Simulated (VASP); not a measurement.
# NaF (Fm-3m) in VASP: settings compared, part 2 of 2

VASP 6.6.1.

## Step 4: Single point, r2SCAN

This run uses another cell than the first one, of 11.85 Å³/atom.

POSCAR

```
NaF
1.0
    0.0000000000      2.2800000000      2.2800000000
    2.2800000000      0.0000000000      2.2800000000
    2.2800000000      2.2800000000      0.0000000000
Na F
1 1
Direct
    0.0000000000      0.0000000000      0.0000000000
    0.5000000000      0.5000000000      0.5000000000
```

INCAR.step1

```
SYSTEM = NaF
ALGO     = Normal         ! electronic algorithm
EDIFF    = 1E-5           ! SCF threshold, eV
ENCUT    = 660            ! plane-wave cutoff, eV
GGA      = PE             ! functional
GGA_COMPAT= .False.      
ISMEAR   = 0              ! smearing method
LASPH    = .True.         ! aspherical terms in the spheres
LCHARG   = .False.        ! write CHGCAR
LREAL    = .False.        ! projectors in reciprocal space
LWAVE    = .True.         ! write WAVECAR
NBANDS   = 14             ! bands
NELM     = 120            ! most SCF steps
PREC     = Accurate       ! precision mode
SIGMA    = 0.01           ! smearing width, eV
```

INCAR.step2

```
SYSTEM = NaF
ALGO     = Normal         ! electronic algorithm
EDIFF    = 1E-6           ! SCF threshold, eV
ENCUT    = 660            ! plane-wave cutoff, eV
GGA_COMPAT= .False.      
ISIF     = 2              ! what is computed and relaxed
ISMEAR   = 0              ! smearing method
ISTART   = 1            
LASPH    = .True.         ! aspherical terms in the spheres
LCHARG   = .False.        ! write CHGCAR
LMIXTAU  = .True.       
LREAL    = .False.        ! projectors in reciprocal space
LWAVE    = .False.        ! write WAVECAR
METAGGA  = R2SCAN         ! meta-GGA
NBANDS   = 14             ! bands
NELM     = 120            ! most SCF steps
PREC     = Accurate       ! precision mode
SIGMA    = 0.01           ! smearing width, eV
```

KPOINTS

```
k-points
0
Gamma
  4 4 4
  0 0 0
```

Potentials or basis: VASP PAW PBE potentials, release 64 (Na_pv, F).

On the command line:

```console
cat potpaw_PBE.64/Na_pv/POTCAR potpaw_PBE.64/F/POTCAR > POTCAR
cp INCAR.step1 INCAR
mpirun -np 1 vasp_std > vasp.out
cp INCAR.step2 INCAR
mpirun -np 1 vasp_std > vasp.out
```

OUTCAR:

```text
SYSTEM = NaF
   EDIFF = 1E-6
   ENCUT = 660
   ISIF = 2
   ISMEAR = 0
   ISTART = 1
   LASPH = .True.
   LREAL = .False.
   METAGGA = R2SCAN
   NELM = 120
   PREC = Accurate

 ion  position               nearest neighbor table
   1  0.000  0.000  0.000-   2 2.28   2 2.28   2 2.28   2 2.28   2 2.28   2 2.28
   2  0.500  0.500  0.500-   1 2.28   1 2.28   1 2.28   1 2.28   1 2.28   1 2.28

  LATTYP: Found a face centered cubic cell.
 ALAT       =     4.5600000000

  Lattice vectors:

 A1 = (   0.0000000000,   2.2800000000,   2.2800000000)
 A2 = (   2.2800000000,   0.0000000000,   2.2800000000)
 A3 = (   2.2800000000,   2.2800000000,   0.0000000000)

Analysis of symmetry for initial positions (statically):
=====================================================================
 Subroutine PRICEL returns:
 Original cell was already a primitive cell.

 Routine SETGRP: Setting up the symmetry group for a
 face centered cubic supercell.

 Subroutine GETGRP returns: Found 48 space group operations
 (whereof 48 operations were pure point group operations)
 out of a pool of 48 trial point group operations.

The static configuration has the point symmetry O_h .

Analysis of symmetry for dynamics (positions and initial velocities):
=====================================================================
 Subroutine PRICEL returns:
 Original cell was already a primitive cell.

 Routine SETGRP: Setting up the symmetry group for a
 face centered cubic supercell.

 Subroutine GETGRP returns: Found 48 space group operations
 (whereof 48 operations were pure point group operations)
 out of a pool of 48 trial point group operations.

The dynamic configuration has the point symmetry O_h .

 Subroutine INISYM returns: Found 48 space group operations
 (whereof 48 operations are pure point group operations),
 and found     1 'primitive' translations

----------------------------------------------------------------------------------------

                                     Primitive cell

  volume of cell :      23.7047

  direct lattice vectors                    reciprocal lattice vectors
     0.000000000  2.280000000  2.280000000    -0.219298246  0.219298246  0.219298246
     2.280000000  0.000000000  2.280000000     0.219298246 -0.219298246  0.219298246
     2.280000000  2.280000000  0.000000000     0.219298246  0.219298246 -0.219298246

  length of vectors
     3.224406922  3.224406922  3.224406922     0.379835703  0.379835703  0.379835703

  position of ions in fractional coordinates (direct lattice)
     0.000000000  0.000000000  0.000000000
     0.500000000  0.500000000  0.500000000

  ion indices of the primitive-cell ions
   primitive index   ion index
                 1           1
                 2           2

----------------------------------------------------------------------------------------

 KPOINTS: k-points

Automatic generation of k-mesh.
 Grid dimensions read from file:
 generate k-points for:    4    4    4

 Generating k-lattice:

  Cartesian coordinates                     Fractional coordinates (reciprocal lattice)
    -0.054824561  0.054824561  0.054824561     0.250000000  0.000000000  0.000000000
     0.054824561 -0.054824561  0.054824561     0.000000000  0.250000000  0.000000000
     0.054824561  0.054824561 -0.054824561     0.000000000  0.000000000  0.250000000

  Length of vectors
     0.094958926  0.094958926  0.094958926
[... 21 lines left out ...]
   total plane-waves  NPLWV =  21952
   dimension x,y,z NGX =    28 NGY =   28 NGZ =   28
   dimension x,y,z NGXF=    56 NGYF=   56 NGZF=   56
   ions per type =               1   1
   NGX,Y,Z   is equivalent  to a cutoff of  14.44, 14.44, 14.44 a.u.
   NGXF,Y,Z  is equivalent  to a cutoff of  28.87, 28.87, 28.87 a.u.
 SYSTEM =  NaF
   PREC   = accura    normal or accurate (medium, high low for compatibility)
   ISTART =      1    job   : 0-new  1-cont  2-samecut
   ICHARG =      0    charge: 1-file 2-atom 10-const
   ISPIN  =      1    spin polarized calculation?
   LNONCOLLINEAR =      F non collinear calculations
   LSORBIT =      F    spin-orbit coupling
   LASPH  =      T    aspherical Exc in radial PAW
   ENCUT  =  660.0 eV  48.51 Ry    6.96 a.u.   6.75  6.75  6.75*2*pi/ulx,y,z
   NELM   =    120;   NELMIN=  2; NELMDL=  0     # of ELM steps
   EDIFF  = 0.1E-05   stopping-criterion for ELM
   LREAL  =      F    real-space projection
   EDIFFG = 0.1E-04   stopping-criterion for IOM
   NSW    =      0    number of steps for IOM
   IBRION =     -1    ionic relax: 0-MD 1-quasi-New 2-CG
   NFREE  =      0    steps in history (QN), initial steepest desc. (CG)
   ISIF   =      2    stress and relaxation
   ISYM   =      2    0-nonsym 1-usesym 2-fastsym
   POTIM  = 0.5000    time-step for ionic-motion
   TEBEG  =    0.0;   TEEND  =   0.0 temperature during run
   PSTRESS=    0.0 pullay stress
   NELECT =      14.0000    total number of electrons
   NUPDOWN=      -1.0000    fix difference up-down
   EMIN   =  10.00;   EMAX   =-10.00  energy-range for DOS
   EFERMI =   0.00;   METHOD = LEGACY
   ISMEAR =     0;   SIGMA  =   0.01  broadening in eV -4-tet -1-fermi 0-gaus
   EFERMI_NEDOS =   21; number of points for ismear=-14 and -15
   IALGO  =     38    algorithm
   IMIX   =      4    mixing-type and parameters
     AMIX     =   0.40;   BMIX     =  1.00
     AMIX_MAG =   1.60;   BMIX_MAG =  1.00
  volume/ion in A,a.u.               =      11.85        79.98
  Fermi-wavevector in a.u.,A,eV,Ry     =   1.373534  2.595602 25.668682  1.886595
  Thomas-Fermi vector in A             =   2.499042
   LORBIT       =      0    0 simple, 1 ext, 2 COOP (PROOUT), +10 PAW based schemes
   METAGGA = R2SCAN    functional components
   LHFCALC =     F    Hartree Fock is set to
   AEXX    =    0.0000 exact exchange contribution
   IVDW    =     0    specifies the selected vdW correction
   LEPSILON=     F    determine dielectric tensor
   LRPA    =     F    only Hartree local field effects (RPA)
 non-spin polarized calculation
 Gauss-broadening in eV      SIGMA  =   0.01
  energy-cutoff  :      660.00
  volume of cell :       23.70
 maximum number of plane-waves:       941
 NGX is ok and might be reduce to    28
   NGX = 13   NGY = 13   NGZ = 13

 number of electron      13.9999998 magnetization

 Free energy of the ion-electron system (eV)
  ---------------------------------------------------
  ext. energy  EPLUGINS =         0.00000000
  ---------------------------------------------------
  free energy    TOTEN  =       -12.60793577 eV

  energy without entropy =      -12.60793577  energy(sigma->0) =      -12.60793577

 E-fermi :  -2.4504     XC(G=0): -10.0331

 val. band max:       -2.5202817481   @ k =   0.0000   0.0000   0.0000
 cond. band min:       4.9352696307   @ k =   0.0000   0.0000   0.0000
 fundamental gap:      7.4555513789
 Fermi energy:        -2.4504018135

 k-point     1 :       0.0000    0.0000    0.0000
  band No.  band energies     occupation
      1     -22.8977      2.00000
      2     -21.8720      2.00000
      3     -21.8720      2.00000
      4     -21.8720      2.00000
      5      -2.5203      2.00000
      6      -2.5203      2.00000
      7      -2.5203      2.00000
      8       4.9353      0.00000
      9      17.6160      0.00000
     10      17.6160      0.00000
     11      17.6160      0.00000
     12      20.3851      0.00000
     13      23.0392      0.00000
     14      23.0392      0.00000
[... 105 lines left out ...]
      1     -22.8871      2.00000
      2     -21.9793      2.00000
      3     -21.9793      2.00000
      4     -21.6332      2.00000
      5      -3.4374      2.00000
      6      -3.4374      2.00000
      7      -3.1286      2.00000
      8      11.8461      0.00000
      9      11.8461      0.00000
     10      14.6044      0.00000
     11      16.0826      0.00000
     12      22.7064      0.00000
     13      22.7064      0.00000
     14      26.3882      0.00000

------------------------ aborting loop because EDIFF is reached ----------------------------------------

  FORCE on cell =-STRESS in cart. coord.  units (eV):
  Direction    XX          YY          ZZ          XY          YZ          ZX
  --------------------------------------------------------------------------------------
  -------------------------------------------------------------------------------------
  Total        0.0676035      0.0676035      0.0676035      0.0000000      0.0000000      0.0000000
  in kB        4.5692508      4.5692508      4.5692508      0.0000000      0.0000000      0.0000000
  external PRESSURE =       4.5692508 kB  Pullay stress =       0.0000000 kB

 VOLUME and BASIS-vectors are now :
 -----------------------------------------------------------------------------
  energy-cutoff  :      660.00
  volume of cell :       23.70
      direct lattice vectors                 reciprocal lattice vectors
     0.000000000  2.280000000  2.280000000    -0.219298246  0.219298246  0.219298246
     2.280000000  0.000000000  2.280000000     0.219298246 -0.219298246  0.219298246
     2.280000000  2.280000000  0.000000000     0.219298246  0.219298246 -0.219298246

 POSITION                                       TOTAL-FORCE (eV/Angst)
 -----------------------------------------------------------------------------------
      0.00000      0.00000      0.00000         0.000000      0.000000      0.000000
      2.28000      2.28000      2.28000        -0.000000     -0.000000     -0.000000
 -----------------------------------------------------------------------------------
    total drift:                                0.000000      0.000000      0.000000

  FREE ENERGIE OF THE ION-ELECTRON SYSTEM (eV)
  ---------------------------------------------------
  free  energy   TOTEN  =       -12.6079357742 eV

  energy  without entropy=      -12.6079357742  energy(sigma->0) =      -12.60793577
```

Run time: 30 s. Hardware: 1 thread of Intel Xeon 8259CL, shared host; peak memory 0.15 GiB.

What came out:

```yaml
Free_energy: -12.6079 eV
Pressure: 0.5 GPa
Band_gap_on_the_k_mesh: 7.46 eV
```

Caveat: the k points lie up to 0.60 Å⁻¹ apart; the PAW data sets were made with another functional, which shifts forces and pressure a little.

## Step 5: Single point, r2SCAN

This run uses another cell than the first one, of 11.85 Å³/atom.

POSCAR is that of step 4.

INCAR.step1

```
  PREC = Accurate
  ENCUT = 660
  ISMEAR = 0
  SIGMA = 0.01
  LREAL = False
  LASPH = True
  NELM = 120
  NBANDS = 14
  GGA = PE
  ALGO = Normal
  EDIFF = 1E-5
  LWAVE = True
  LCHARG = False
  GGA_COMPAT = False
```

INCAR.step2

```
  PREC = Accurate
  ENCUT = 660
  EDIFF = 1E-6
  ISMEAR = 0
  SIGMA = 0.01
  LREAL = False
  LASPH = True
  NELM = 120
  ALGO = Normal
  ISIF = 2
  LWAVE = False
  LCHARG = True
  METAGGA = R2SCAN
  LMIXTAU = True
  LELF = True
  LVHAR = True
  NBANDS = 14
  ISTART = 1
  GGA_COMPAT = False
```

KPOINTS

```
Automatic mesh
0
Gamma
  4 4 4
```

On the command line:

```console
cat potpaw_PBE.64/Na_pv/POTCAR potpaw_PBE.64/F/POTCAR > POTCAR
cp INCAR.step1 INCAR
mpirun -np 1 vasp_std > vasp.out
cp INCAR.step2 INCAR
mpirun -np 1 vasp_std > vasp.out
```

Wall time 28 s (1 thread of Intel Xeon 8259CL, shared host); peak memory 0.15 GiB.

The run converged. Its results:

- Free energy: -12.6079 eV
- Pressure: 0.5 GPa
- Band gap on the k mesh: 7.46 eV

Levels at points of the mesh, in eV from the valence-band top:
| k point | band 5 | band 6 | band 7 | band 8 | band 9 | band 10 |
| --- | --- | --- | --- | --- | --- | --- |
| (0.00, 0.00, 0.00) | 0.00 | 0.00 | 0.00 | 7.46 | 20.14 | 20.14 |
| (0.50, 0.00, 0.00) | -1.66 | -0.29 | -0.29 | 11.95 | 13.84 | 21.96 |
| (0.50, 0.50, 0.00) | -1.34 | -0.43 | -0.43 | 14.09 | 14.49 | 15.35 |

Caveat: the k points lie up to 0.60 Å⁻¹ apart; the PAW data sets were made with another functional, which shifts forces and pressure a little.
